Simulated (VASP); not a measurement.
Set up this calculation in VASP 6.6.1, as the native input.

| Item | Value |
| --- | --- |
| Task | single point |
| Functional | r2SCAN |
| Potentials or basis | VASP PAW PBE potentials, release 64 (Ag) |
| Cutoff | 520 eV |
| k mesh | 18 × 18 × 10 |
| Occupations | gaussian, width 0.15 eV |
| Spin | no spin polarisation |
| Dipole correction | no |
| Further INCAR settings | ALGO = Normal; EDIFF = 1e-06; NBANDS = 18 |

Ag:

```
Ag
1.0
     2.93000    0.00000    0.00000
    -1.46500    2.42327    0.00000
     0.00000    0.00000    4.79000
Ag
2
Direct
  0.33333 0.66667 0.25000
  0.66667 0.33333 0.75000
```

This cell differs from its parent crystal: strain -0.0450 x Voigt [0, 1, 0, 0, 0, 0].

One way to write it, as run:

POSCAR

```
Ag
1.0
    2.9299980804      0.0000000000      0.0000000000
   -1.4649990402      2.4232673960      0.0000000000
    0.0000000000      0.0000000000      4.7900000000
Ag
2
Direct
    0.3333333333      0.6666666667      0.2500000000
    0.6666666667      0.3333333333      0.7500000000
```

INCAR.step1

```
SYSTEM = Ag
PREC = Accurate
ENCUT = 520
ISMEAR = 0
SIGMA = 0.15
LREAL = .False.
LASPH = .True.
NELM = 80
NBANDS = 18
GGA = PE
ALGO = Normal
EDIFF = 1E-4
LWAVE = .True.
LCHARG = .False.
```

INCAR.step2

```
SYSTEM = Ag
PREC = Accurate
ENCUT = 520
EDIFF = 1E-6
ISMEAR = 0
SIGMA = 0.15
LREAL = .False.
LASPH = .True.
NELM = 80
ALGO = Normal
ISIF = 2
LWAVE = .False.
LCHARG = .False.
METAGGA = R2SCAN
LMIXTAU = .True.
NBANDS = 18
ISTART = 1
```

KPOINTS

```
regular mesh
0
Gamma
  18 18 10
  0 0 0
```

Potentials or basis: VASP PAW PBE potentials, release 64 (Ag).

Run with:

```sh
$ cat potpaw_PBE.64/Ag/POTCAR > POTCAR
$ cp INCAR.step1 INCAR
$ mpirun -np 1 vasp_std > vasp.out
$ cp INCAR.step2 INCAR
$ mpirun -np 1 vasp_std > vasp.out
```

Results of the run:

```yaml
Pressure: 2.4 GPa
Largest_force: 0.049 eV/Å
Band_gap_on_the_k_mesh: zero (bands 11 and 12 overlap by 8.02 eV)
```

Caveat: the cell differs from its parent crystal (strain -0.0450 x Voigt [0, 1, 0, 0, 0, 0]); the PAW data sets were made with another functional, which shifts forces and pressure a little.

Run time: 14 min on 1 thread of AMD EPYC 7R13 Processor (Zen 3) (shared host), peak memory 0.35 GiB.
